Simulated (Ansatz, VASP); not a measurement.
One calculation of LiGeH3, two programs

```
Li Ge H
1.0
     3.96906    0.00000    0.00000
     0.00000    3.96906    0.00000
     0.00000    0.00000    5.21274
Li Ge H
1 1 3
Direct
  0.50000 0.50000 0.35979
  0.00000 0.00000 0.21594
  0.50000 0.00000 0.25264
  0.00000 0.50000 0.25264
  0.00000 0.00000 0.52719
```

Change from the starting cell: species swapped into the NdSiPt3 type (P4mm, No. 99).

Alike in both runs: functional PBE; k mesh 6 × 6 × 4; occupations gaussian, width 0.1 eV; no spin polarisation.

Ansatz relaxed the structure, and its values are those at the end. VASP's run is a single point on that final structure, the one shown.

```csv
,VASP,Ansatz
version,VASP 6.6.1,Ansatz 0.2.0
potentials or method,"VASP PAW PBE potentials, release 64 (Li_sv, Ge_d, H), cutoff 520 eV","scalar-relativistic, plane waves, PAW"
valence electrons in the cell,20,20
```

VASP gave:

- gap on the k mesh at the Fermi level (eV): none
- rms of the force components (eV/Å): 0.004

What did Ansatz give for the same quantities?

gap on the k mesh at the Fermi level (eV): none; rms of the force components (eV/Å): 0.001.

A gap of «none» marks a metal or a gap that the smearing closes. With one functional, cell and mesh, what is left measures potentials, basis and numerics.

Noted on VASP's run: the cutoff is short for stress, so the pressure is rough.
